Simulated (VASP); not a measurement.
Wanted: the native input for a VASP 6.6.1 run.

- Task: relaxation of cell and atoms
- Functional: RPBE
- Potentials or basis: VASP PAW PBE potentials, release 64 (Sc_sv, Al)
- Cutoff: 600 eV
- k mesh: 7 × 7 × 7
- Occupations: fermi-dirac, width 0.05 eV
- Spin: no spin polarisation
- Dipole correction: no
- Further INCAR settings: ALGO = Normal; EDIFF = 1e-06; IBRION = 2; EDIFFG = -0.01; NSW = 60; ISIF = 3

The structure of ScAl3 lies in POSCAR:

```
ScAl3
1.0
    4.0878065700      0.0000000000      0.0000000000
    0.0000000000      4.0878065700      0.0000000000
    0.0000000000      0.0000000000      4.0878065700
Sc Al
1 3
Direct
    0.0000000000      0.0000000000      0.0000000000
    0.5000000000      0.5000000000      0.0000000000
    0.0000000000      0.5000000000      0.5000000000
    0.5000000000      0.0000000000      0.5000000000
```

These files were run (other wordings do the same):

INCAR

```
ALGO = Normal
EDIFF = 1E-6
EDIFFG = -0.01
ENCUT = 600
GGA = RP
IBRION = 2
ISIF = 3
ISMEAR = -1
LASPH = True
LCHARG = False
LREAL = False
LWAVE = False
NELM = 80
NSW = 60
PREC = Accurate
SIGMA = 0.05
```

KPOINTS

```
k-points
0
Gamma
  7 7 7
```

Potentials or basis: VASP PAW PBE potentials, release 64 (Sc_sv, Al).

Command:

```console
$ cat potpaw_PBE.64/Sc_sv/POTCAR potpaw_PBE.64/Al/POTCAR > POTCAR
$ mpirun -np 1 vasp_std > vasp.out
```

It gave:

| Quantity | Value |
| --- | --- |
| Relaxed volume | 17.69 Å³/atom |
| Relaxed cell | a = 4.136 Å, b = 4.136 Å, c = 4.136 Å, α = 90.00°, β = 90.00°, γ = 90.00° |
| Space group after relaxing (to 0.1 Å) | Pm-3m (No. 221) |
| Energy gained by relaxing | 5.9 meV/atom |
| Ionic steps | 3 |
| Pressure after relaxing | 0.0 GPa |
| Band gap on the k mesh | zero (bands 10 and 11 overlap by 3.56 eV) |

Caveat: the PAW data sets were made with another functional, which shifts forces and pressure a little.

Wall time 80 s on 1 thread of Intel Xeon 8259CL (shared host), peak memory 0.22 GiB.
